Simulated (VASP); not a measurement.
# C in VASP: a series of runs

C is run at these levels: RPBE, revPBE, PBE; tasks: single point.

Everything below comes from runs of VASP 6.6.1. Logs are shortened: lines on timing, memory, paths and dates and some standing lists are left out, and cuts for length are marked.

**1. The cell of the first run**

Symmetry: P6_3/mmc, No. 194, hexagonal system. The conventional cell has a = 2.522 Å, b = 2.522 Å, c = 8.237 Å, α = 90.00°, β = 90.00°, γ = 120.00°. C (site symmetry 3m) has 4 C at 1.54 Å within 2.1 Å. C (site symmetry 3m) has 4 C at 1.54 Å within 2.1 Å.

**2. Single point, RPBE**

INCAR

```
ALGO = Normal
EDIFF = 1E-7
ENCUT = 520
GGA = RP
ISIF = 2
ISMEAR = -1
LASPH = T
LCHARG = T
LELF = T
LREAL = F
LVHAR = T
LWAVE = F
NBANDS = 26
NELM = 80
PREC = Accurate
SIGMA = 0.05
```

KPOINTS

```
k-points
0
Gamma
  12 12 4
```

POSCAR

```
C
1.0
    2.5221000000      0.0000000000      0.0000000000
   -1.2610500000      2.1842026709      0.0000000000
    0.0000000000      0.0000000000      8.2371000000
C
8
Direct
    0.6666666667      0.3333333333      0.8437500000
    0.3333333333      0.6666666667      0.3437500000
    0.6666666667      0.3333333333      0.6562500000
    0.3333333333      0.6666666667      0.1562500000
    0.0000000000      0.0000000000      0.9062500000
    0.0000000000      0.0000000000      0.4062500000
    0.0000000000      0.0000000000      0.5937500000
    0.0000000000      0.0000000000      0.0937500000
```

Potentials or basis: VASP PAW PBE potentials, release 64 (C).

Launch:

```sh
> cat potpaw_PBE.64/C/POTCAR > POTCAR
> mpirun -np 1 vasp_std > vasp.out
```

OUTCAR:

```text
EDIFF = 1E-7
   ENCUT = 520
   GGA = RP
   ISIF = 2
   ISMEAR = -1
   LASPH = T
   LREAL = F
   NELM = 80
   PREC = Accurate

 ion  position               nearest neighbor table
   1  0.667  0.333  0.844-   3 1.54   5 1.54   5 1.54   5 1.54
   2  0.333  0.667  0.344-   4 1.54   6 1.54   6 1.54   6 1.54
   3  0.667  0.333  0.656-   1 1.54   7 1.54   7 1.54   7 1.54
   4  0.333  0.667  0.156-   2 1.54   8 1.54   8 1.54   8 1.54
   5  0.000  0.000  0.906-   8 1.54   1 1.54   1 1.54   1 1.54
   6  0.000  0.000  0.406-   7 1.54   2 1.54   2 1.54   2 1.54
   7  0.000  0.000  0.594-   6 1.54   3 1.54   3 1.54   3 1.54
   8  0.000  0.000  0.094-   5 1.54   4 1.54   4 1.54   4 1.54

  LATTYP: Found a hexagonal cell.
 ALAT       =     2.5221000000
 C/A-ratio  =     3.2659688355

  Lattice vectors:

 A1 = (   2.5221000000,   0.0000000000,   0.0000000000)
 A2 = (  -1.2610500000,   2.1842026709,   0.0000000000)
 A3 = (   0.0000000000,   0.0000000000,   8.2371000000)

Analysis of symmetry for initial positions (statically):
=====================================================================
 Subroutine PRICEL returns:
 Original cell was already a primitive cell.

 Routine SETGRP: Setting up the symmetry group for a
 hexagonal supercell.

 Subroutine GETGRP returns: Found 24 space group operations
 (whereof 12 operations were pure point group operations)
 out of a pool of 24 trial point group operations.

The static configuration has the point symmetry D_3d.
 The point group associated with its full space group is D_6h.

Analysis of symmetry for dynamics (positions and initial velocities):
=====================================================================
 Subroutine PRICEL returns:
 Original cell was already a primitive cell.

 Routine SETGRP: Setting up the symmetry group for a
 hexagonal supercell.

 Subroutine GETGRP returns: Found 24 space group operations
 (whereof 12 operations were pure point group operations)
 out of a pool of 24 trial point group operations.

The dynamic configuration has the point symmetry D_3d.
 The point group associated with its full space group is D_6h.

 Subroutine INISYM returns: Found 24 space group operations
 (whereof 12 operations are pure point group operations),
 and found     1 'primitive' translations

[... 109 lines left out ...]
   NSW    =      0    number of steps for IOM
   IBRION =     -1    ionic relax: 0-MD 1-quasi-New 2-CG
   NFREE  =      0    steps in history (QN), initial steepest desc. (CG)
   ISIF   =      2    stress and relaxation
   ISYM   =      2    0-nonsym 1-usesym 2-fastsym
   POTIM  = 0.5000    time-step for ionic-motion
   TEBEG  =    0.0;   TEEND  =   0.0 temperature during run
   PSTRESS=    0.0 pullay stress
   NELECT =      32.0000    total number of electrons
   NUPDOWN=      -1.0000    fix difference up-down
   EMIN   =  10.00;   EMAX   =-10.00  energy-range for DOS
   EFERMI =   0.00;   METHOD = LEGACY
   ISMEAR =    -1;   SIGMA  =   0.05  broadening in eV -4-tet -1-fermi 0-gaus
   EFERMI_NEDOS =   21; number of points for ismear=-14 and -15
   IALGO  =     38    algorithm
   IMIX   =      4    mixing-type and parameters
     AMIX     =   0.40;   BMIX     =  1.00
     AMIX_MAG =   1.60;   BMIX_MAG =  1.00
  volume/ion in A,a.u.               =       5.67        38.28
  Fermi-wavevector in a.u.,A,eV,Ry     =   1.457186  2.753682 28.890486  2.123391
  Thomas-Fermi vector in A             =   2.574017
   LORBIT       =      0    0 simple, 1 ext, 2 COOP (PROOUT), +10 PAW based schemes
   GGA     = RP    functional components
   LHFCALC =     F    Hartree Fock is set to
   AEXX    =    0.0000 exact exchange contribution
   IVDW    =     0    specifies the selected vdW correction
   LEPSILON=     F    determine dielectric tensor
   LRPA    =     F    only Hartree local field effects (RPA)
 non-spin polarized calculation
  energy-cutoff  :      520.00
  volume of cell :       45.38
 maximum number of plane-waves:      1242
 NGX is ok and might be reduce to    20
   NGX =  9   NGY =  9   NGZ = 31

 number of electron      31.9999995 magnetization

 Free energy of the ion-electron system (eV)
  ---------------------------------------------------
  ext. energy  EPLUGINS =         0.00000000
  ---------------------------------------------------
  free energy    TOTEN  =       -68.82135849 eV

  energy without entropy =      -68.82135849  energy(sigma->0) =      -68.82135849

 E-fermi :  10.9809     XC(G=0): -13.1633

 val. band max:        9.9892594940   @ k =   0.0000   0.0000   0.0000
 cond. band min:      14.3989698036   @ k =   0.4167   0.0000   0.0000
 fundamental gap:      4.4097103095
 Fermi energy:        10.9809028995

 k-point     1 :       0.0000    0.0000    0.0000
  band No.  band energies     occupation
      1     -11.7176      2.00000
      2     -10.0221      2.00000
      3      -9.9715      2.00000
      4      -5.9230      2.00000
      5      -3.5674      2.00000
      6       3.2169      2.00000
[... 685 lines left out ...]
     25      20.4630      0.00000
     26      22.3682      0.00000

 [... further k-points ...]

------------------------ aborting loop because EDIFF is reached ----------------------------------------

  FORCE on cell =-STRESS in cart. coord.  units (eV):
  Direction    XX          YY          ZZ          XY          YZ          ZX
  --------------------------------------------------------------------------------------
  -------------------------------------------------------------------------------------
  Total        1.3761573      1.3761573      4.8386864      0.0000000     -0.0000000      0.0000000
  in kB       48.5902446     48.5902446    170.8474424      0.0000000     -0.0000000      0.0000000
  external PRESSURE =      89.3426438 kB  Pullay stress =       0.0000000 kB

 VOLUME and BASIS-vectors are now :
 -----------------------------------------------------------------------------
  energy-cutoff  :      520.00
  volume of cell :       45.38
      direct lattice vectors                 reciprocal lattice vectors
     2.522100000  0.000000000  0.000000000     0.396494984  0.228916486  0.000000000
    -1.261050000  2.184202671  0.000000000     0.000000000  0.457832972  0.000000000
     0.000000000  0.000000000  8.237100000     0.000000000  0.000000000  0.121401950

 POSITION                                       TOTAL-FORCE (eV/Angst)
 -----------------------------------------------------------------------------------
      1.26105      0.72807      6.95005         0.000000     -0.000000      0.318375
     -0.00000      1.45614      2.83150        -0.000000      0.000000      0.318375
      1.26105      0.72807      5.40560         0.000000     -0.000000     -0.318375
     -0.00000      1.45614      1.28705        -0.000000      0.000000     -0.318375
      0.00000      0.00000      7.46487        -0.000000      0.000000      0.326466
      0.00000      0.00000      3.34632        -0.000000     -0.000000      0.326466
      0.00000      0.00000      4.89078        -0.000000      0.000000     -0.326466
      0.00000      0.00000      0.77223        -0.000000     -0.000000     -0.326466
 -----------------------------------------------------------------------------------
    total drift:                               -0.000000      0.000000      0.000000

  FREE ENERGIE OF THE ION-ELECTRON SYSTEM (eV)
  ---------------------------------------------------
  free  energy   TOTEN  =       -68.8213584878 eV

  energy  without entropy=      -68.8213584878  energy(sigma->0) =      -68.82135849
```

stdout:

```text
POSCAR found type information on POSCAR C
 POSCAR found :  1 types and       8 ions
 scaLAPACK will be used
 -----------------------------------------------------------------------------
|                                                                             |
|                                                                             |
|     You enforced a specific xc type in the INCAR file but a different       |
|     I HOPE YOU KNOW WHAT YOU ARE DOING!                                     |
|                                                                             |
 -----------------------------------------------------------------------------

 LDA part: xc-table for (Slater+PW92), standard interpolation
 POSCAR, INCAR and KPOINTS ok, starting setup
 FFT: planning ... GRIDC
 FFT: planning ... GRID_SOFT
 FFT: planning ... GRID
 WAVECAR not read
 entering main loop
```

Run time: 99 s. Hardware: 1 thread of Intel Xeon 8259CL, shared host; peak memory 0.18 GiB.

What came out:

```yaml
Free_energy: -68.8214 eV
Pressure: 8.9 GPa
Largest_force: 0.326 eV/Å
Band_gap_on_the_k_mesh: 4.41 eV (least direct gap 5.18 eV)
```

Forces in eV/Å, atoms in the order of the input:
```
C    0.000  0.000  0.318
C    0.000  0.000  0.318
C    0.000  0.000 -0.318
C    0.000  0.000 -0.318
C    0.000  0.000  0.326
C    0.000  0.000  0.326
C    0.000  0.000 -0.326
C    0.000  0.000 -0.326
```

Caveat: the stress differs along the axes, from 5 to 17 GPa; the PAW data sets were made with another functional, which shifts forces and pressure a little. A k mesh can miss the band edges.

(Continued in part 2 of 2.)
